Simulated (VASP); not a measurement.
# GaP (F-43m) in VASP: further runs

Aim: see how the results for GaP move with the level of theory and the settings. Levels: r2SCAN, PBE. Tasks: single point, relaxation of cell and atoms.

Program: VASP 6.6.1. These are calculated values, not measurements. Logs are shortened: lines on timing, memory, paths and dates and some standing lists are left out, and cuts for length are marked.

**What was measured.**

“Stacking defects in GaP nanowires: Electronic structure and optical properties”, 2018, arxiv:1810.01194 quotes, for a bulk crystal of GaP at 10 K: band gap 2.34 eV (indirect).

How close the calculation comes is told below.

### Step 1. The cell of the first run

The structure is cubic, space group F-43m (No. 216). The conventional cell has a = 5.505 Å, b = 5.505 Å, c = 5.505 Å, α = 90.00°, β = 90.00°, γ = 90.00°. Within 3.1 Å of Ga (site symmetry -43m) lie 4 P at 2.38 Å. Within 3.1 Å of P (site symmetry -43m) lie 4 Ga at 2.38 Å.

### Step 2. Single point, r2SCAN

File POSCAR:

```
GaP
1.0
    0.0000000000      2.7525368107      2.7525368107
    2.7525368107      0.0000000000      2.7525368107
    2.7525368107      2.7525368107      0.0000000000
Ga P
1 1
Direct
    0.0000000000      0.0000000000      0.0000000000
    0.2500000000      0.2500000000      0.2500000000
```

File INCAR.step1:

```
SYSTEM = GaP
ALGO = Normal
EDIFF = 1E-4
ENCUT = 520
GGA = PE
ISMEAR = 0
LASPH = .True.
LCHARG = .False.
LREAL = .False.
LWAVE = .True.
NBANDS = 16
NELM = 100
PREC = Accurate
SIGMA = 0.02
```

File INCAR.step2:

```
SYSTEM = GaP
ALGO = Normal
EDIFF = 1E-6
ENCUT = 520
ISIF = 2
ISMEAR = 0
ISTART = 1
LASPH = .True.
LCHARG = .True.
LELF = .True.
LMIXTAU = .True.
LREAL = .False.
LVHAR = .True.
LWAVE = .False.
METAGGA = R2SCAN
NBANDS = 16
NELM = 100
PREC = Accurate
SIGMA = 0.02
```

File KPOINTS:

```
k-points
0
Gamma
  8 8 8
  0 0 0
```

Potentials or basis: VASP PAW PBE potentials, release 64 (Ga_d, P).

Launch:

```sh
$ cat potpaw_PBE.64/Ga_d/POTCAR potpaw_PBE.64/P/POTCAR > POTCAR
$ cp INCAR.step1 INCAR
$ mpirun -np 1 vasp_std > vasp.out
$ cp INCAR.step2 INCAR
$ mpirun -np 1 vasp_std > vasp.out
```

OUTCAR:

```text
SYSTEM = GaP
   EDIFF = 1E-6
   ENCUT = 520
   ISIF = 2
   ISMEAR = 0
   ISTART = 1
   LASPH = .True.
   LREAL = .False.
   METAGGA = R2SCAN
   NELM = 100
   PREC = Accurate

 ion  position               nearest neighbor table
   1  0.000  0.000  0.000-   2 2.38   2 2.38   2 2.38   2 2.38
   2  0.250  0.250  0.250-   1 2.38   1 2.38   1 2.38   1 2.38

  LATTYP: Found a face centered cubic cell.
 ALAT       =     5.5050736214

  Lattice vectors:

 A1 = (   0.0000000000,   2.7525368107,   2.7525368107)
 A2 = (   2.7525368107,   0.0000000000,   2.7525368107)
 A3 = (   2.7525368107,   2.7525368107,   0.0000000000)

Analysis of symmetry for initial positions (statically):
=====================================================================
 Subroutine PRICEL returns:
 Original cell was already a primitive cell.

 Routine SETGRP: Setting up the symmetry group for a
 face centered cubic supercell.

 Subroutine GETGRP returns: Found 24 space group operations
 (whereof 24 operations were pure point group operations)
 out of a pool of 48 trial point group operations.

The static configuration has the point symmetry T_d .

Analysis of symmetry for dynamics (positions and initial velocities):
=====================================================================
 Subroutine PRICEL returns:
 Original cell was already a primitive cell.

 Routine SETGRP: Setting up the symmetry group for a
 face centered cubic supercell.

 Subroutine GETGRP returns: Found 24 space group operations
 (whereof 24 operations were pure point group operations)
 out of a pool of 48 trial point group operations.

The dynamic configuration has the point symmetry T_d .

 Subroutine INISYM returns: Found 24 space group operations
 (whereof 24 operations are pure point group operations),
 and found     1 'primitive' translations

----------------------------------------------------------------------------------------

                                     Primitive cell

  volume of cell :      41.7090

  direct lattice vectors                    reciprocal lattice vectors
     0.000000000  2.752536811  2.752536811    -0.181650613  0.181650613  0.181650613
     2.752536811  0.000000000  2.752536811     0.181650613 -0.181650613  0.181650613
     2.752536811  2.752536811  0.000000000     0.181650613  0.181650613 -0.181650613

  length of vectors
     3.892674889  3.892674889  3.892674889     0.314628092  0.314628092  0.314628092

  position of ions in fractional coordinates (direct lattice)
     0.000000000  0.000000000  0.000000000
     0.250000000  0.250000000  0.250000000

  ion indices of the primitive-cell ions
   primitive index   ion index
                 1           1
                 2           2

----------------------------------------------------------------------------------------

 KPOINTS: k-points

Automatic generation of k-mesh.
 Grid dimensions read from file:
 generate k-points for:    8    8    8

 Generating k-lattice:

  Cartesian coordinates                     Fractional coordinates (reciprocal lattice)
    -0.022706327  0.022706327  0.022706327     0.125000000  0.000000000  0.000000000
     0.022706327 -0.022706327  0.022706327     0.000000000  0.125000000  0.000000000
     0.022706327  0.022706327 -0.022706327     0.000000000  0.000000000  0.125000000

  Length of vectors
     0.039328511  0.039328511  0.039328511

  Shift w.r.t. Gamma in fractional coordinates (k-lattice)
     0.000000000  0.000000000  0.000000000

 Subroutine IBZKPT returns following result:
 ===========================================

 Found     29 irreducible k-points:

 Following reciprocal coordinates:
            Coordinates               Weight
  0.000000  0.000000  0.000000      1.000000
  0.125000  0.000000  0.000000      8.000000
  0.250000  0.000000  0.000000      8.000000
  0.375000  0.000000  0.000000      8.000000
  0.500000  0.000000  0.000000      4.000000
  0.125000  0.125000  0.000000      6.000000
[... 16 lines left out ...]
  0.500000  0.250000  0.125000     48.000000
 -0.375000  0.250000  0.125000     24.000000
 [... further k-points ...]
   k-points           NKPTS =     29   k-points in BZ     NKDIM =     29   number of bands    NBANDS=     16
   number of dos      NEDOS =    301   number of ions     NIONS =      2
   total plane-waves  NPLWV =  27000
   dimension x,y,z NGX =    30 NGY =   30 NGZ =   30
   dimension x,y,z NGXF=    60 NGYF=   60 NGZF=   60
   ions per type =               1   1
   NGX,Y,Z   is equivalent  to a cutoff of  12.81, 12.81, 12.81 a.u.
   NGXF,Y,Z  is equivalent  to a cutoff of  25.62, 25.62, 25.62 a.u.
 SYSTEM =  GaP
   PREC   = accura    normal or accurate (medium, high low for compatibility)
   ISTART =      1    job   : 0-new  1-cont  2-samecut
   ICHARG =      0    charge: 1-file 2-atom 10-const
   ISPIN  =      1    spin polarized calculation?
   LNONCOLLINEAR =      F non collinear calculations
   LSORBIT =      F    spin-orbit coupling
   LASPH  =      T    aspherical Exc in radial PAW
   ENCUT  =  520.0 eV  38.22 Ry    6.18 a.u.   7.24  7.24  7.24*2*pi/ulx,y,z
   NELM   =    100;   NELMIN=  2; NELMDL=  0     # of ELM steps
   EDIFF  = 0.1E-05   stopping-criterion for ELM
   LREAL  =      F    real-space projection
   EDIFFG = 0.1E-04   stopping-criterion for IOM
   NSW    =      0    number of steps for IOM
   IBRION =     -1    ionic relax: 0-MD 1-quasi-New 2-CG
   NFREE  =      0    steps in history (QN), initial steepest desc. (CG)
   ISIF   =      2    stress and relaxation
   ISYM   =      2    0-nonsym 1-usesym 2-fastsym
   POTIM  = 0.5000    time-step for ionic-motion
   TEBEG  =    0.0;   TEEND  =   0.0 temperature during run
   PSTRESS=    0.0 pullay stress
   NELECT =      18.0000    total number of electrons
   NUPDOWN=      -1.0000    fix difference up-down
   EMIN   =  10.00;   EMAX   =-10.00  energy-range for DOS
   EFERMI =   0.00;   METHOD = LEGACY
   ISMEAR =     0;   SIGMA  =   0.02  broadening in eV -4-tet -1-fermi 0-gaus
   EFERMI_NEDOS =   21; number of points for ismear=-14 and -15
   IALGO  =     38    algorithm
   IMIX   =      4    mixing-type and parameters
     AMIX     =   0.40;   BMIX     =  1.00
     AMIX_MAG =   1.60;   BMIX_MAG =  1.00
  volume/ion in A,a.u.               =      20.85       140.73
  Fermi-wavevector in a.u.,A,eV,Ry     =   1.237150  2.337875 20.824279  1.530541
  Thomas-Fermi vector in A             =   2.371730
   LORBIT       =      0    0 simple, 1 ext, 2 COOP (PROOUT), +10 PAW based schemes
   METAGGA = R2SCAN    functional components
   LHFCALC =     F    Hartree Fock is set to
   AEXX    =    0.0000 exact exchange contribution
   IVDW    =     0    specifies the selected vdW correction
   LEPSILON=     F    determine dielectric tensor
   LRPA    =     F    only Hartree local field effects (RPA)
 non-spin polarized calculation
 Gauss-broadening in eV      SIGMA  =   0.02
  energy-cutoff  :      520.00
  volume of cell :       41.71
 maximum number of plane-waves:      1158
 NGX is ok and might be reduce to    30
   NGX = 15   NGY = 15   NGZ = 15

 number of electron      18.0000003 magnetization

 Free energy of the ion-electron system (eV)
  ---------------------------------------------------
  ext. energy  EPLUGINS =         0.00000000
  ---------------------------------------------------
  free energy    TOTEN  =       -21.45323300 eV

  energy without entropy =      -21.45323300  energy(sigma->0) =      -21.45323300

 E-fermi :   4.2815     XC(G=0): -10.4038

 val. band max:        4.1595123042   @ k =   0.0000   0.0000   0.0000
 cond. band min:       6.1013003398   @ k =   0.5000   0.0000   0.0000
 fundamental gap:      1.9417880356
 Fermi energy:         4.2814714140

 k-point     1 :       0.0000    0.0000    0.0000
  band No.  band energies     occupation
      1     -10.7836      2.00000
      2     -10.7836      2.00000
      3     -10.7836      2.00000
      4     -10.6792      2.00000
      5     -10.6792      2.00000
      6      -8.6339      2.00000
[... 8 lines left out ...]
     15      14.3933      0.00000
     16      14.3933      0.00000

 k-point     2 :       0.1250    0.0000    0.0000
  band No.  band energies     occupation
      1     -10.7975      2.00000
      2     -10.7790      2.00000
      3     -10.7790      2.00000
      4     -10.6792      2.00000
      5     -10.6792      2.00000
      6      -8.4290      2.00000
[... 8 lines left out ...]
     15      13.7818      0.00000
     16      14.3725      0.00000

 k-point     3 :       0.2500    0.0000    0.0000
  band No.  band energies     occupation
      1     -10.8279      2.00000
      2     -10.7691      2.00000
      3     -10.7691      2.00000
      4     -10.6780      2.00000
      5     -10.6780      2.00000
      6      -7.8507      2.00000
[... 8 lines left out ...]
     15      13.6050      0.00000
     16      14.6218      0.00000

 k-point     4 :       0.3750    0.0000    0.0000
  band No.  band energies     occupation
      1     -10.8550      2.00000
      2     -10.7612      2.00000
      3     -10.7612      2.00000
      4     -10.6747      2.00000
      5     -10.6746      2.00000
      6      -7.0527      2.00000
[... 8 lines left out ...]
     15      14.8332      0.00000
     16      14.8332      0.00000
[... 324 lines left out ...]
 k-point    22 :       0.3750    0.2500    0.1250
  band No.  band energies     occupation
      1     -10.8515      2.00000
      2     -10.7573      2.00000
      3     -10.7535      2.00000
      4     -10.6891      2.00000
      5     -10.6705      2.00000
      6      -7.3596      2.00000
[... 8 lines left out ...]
     15      15.7904      0.00000
     16      17.1255      0.00000

 k-point    23 :       0.5000    0.2500    0.1250
  band No.  band energies     occupation
      1     -10.8674      2.00000
      2     -10.7529      2.00000
      3     -10.7445      2.00000
      4     -10.6872      2.00000
      5     -10.6706      2.00000
      6      -6.6106      2.00000
[... 8 lines left out ...]
     15      16.2173      0.00000
     16      17.5602      0.00000

 k-point    24 :      -0.3750    0.2500    0.1250
  band No.  band energies     occupation
      1     -10.8733      2.00000
      2     -10.7520      2.00000
      3     -10.7413      2.00000
      4     -10.6840      2.00000
      5     -10.6722      2.00000
      6      -6.1676      2.00000
[... 8 lines left out ...]
     15      16.7145      0.00000
     16      17.2258      0.00000

 [... further k-points ...]
[... 5 lines left out ...]
  --------------------------------------------------------------------------------------
  -------------------------------------------------------------------------------------
  Total       -0.6514117     -0.6514117     -0.6514117      0.0000000      0.0000000     -0.0000000
  in kB      -25.0228468    -25.0228468    -25.0228468      0.0000000      0.0000000     -0.0000000
  external PRESSURE =     -25.0228468 kB  Pullay stress =       0.0000000 kB

 VOLUME and BASIS-vectors are now :
 -----------------------------------------------------------------------------
  energy-cutoff  :      520.00
  volume of cell :       41.71
      direct lattice vectors                 reciprocal lattice vectors
     0.000000000  2.752536811  2.752536811    -0.181650613  0.181650613  0.181650613
     2.752536811  0.000000000  2.752536811     0.181650613 -0.181650613  0.181650613
     2.752536811  2.752536811  0.000000000     0.181650613  0.181650613 -0.181650613

 POSITION                                       TOTAL-FORCE (eV/Angst)
 -----------------------------------------------------------------------------------
      0.00000      0.00000      0.00000        -0.000000     -0.000000     -0.000000
      1.37627      1.37627      1.37627         0.000000      0.000000      0.000000
 -----------------------------------------------------------------------------------
    total drift:                                0.000006      0.000006      0.000006

  FREE ENERGIE OF THE ION-ELECTRON SYSTEM (eV)
  ---------------------------------------------------
  free  energy   TOTEN  =       -21.4532329999 eV

  energy  without entropy=      -21.4532329999  energy(sigma->0) =      -21.45323300
```

It took 74 s on 1 thread of Intel Xeon Platinum 8488C (Sapphire Rapids), shared host; peak memory 0.17 GiB.

What came out:

```yaml
Free_energy: -21.4532 eV
Pressure: -2.5 GPa
Band_gap_on_the_k_mesh: 1.94 eV, indirect (least direct gap 2.08 eV)
```

Levels at points of the mesh, in eV from the valence-band top:
```csv
k point,band 7,band 8,band 9,band 10,band 11,band 12
"(0.00, 0.00, 0.00)",0.00,0.00,0.00,2.08,4.20,4.20
"(0.50, 0.00, 0.00)",-6.67,-1.12,-1.12,1.94,5.06,5.06
"(0.50, 0.50, 0.00)",-6.81,-2.69,-2.69,1.97,2.13,11.12
```

Caveat: the PAW data sets were made with another functional, which shifts forces and pressure a little.

(Continued in part 2 of 2.)
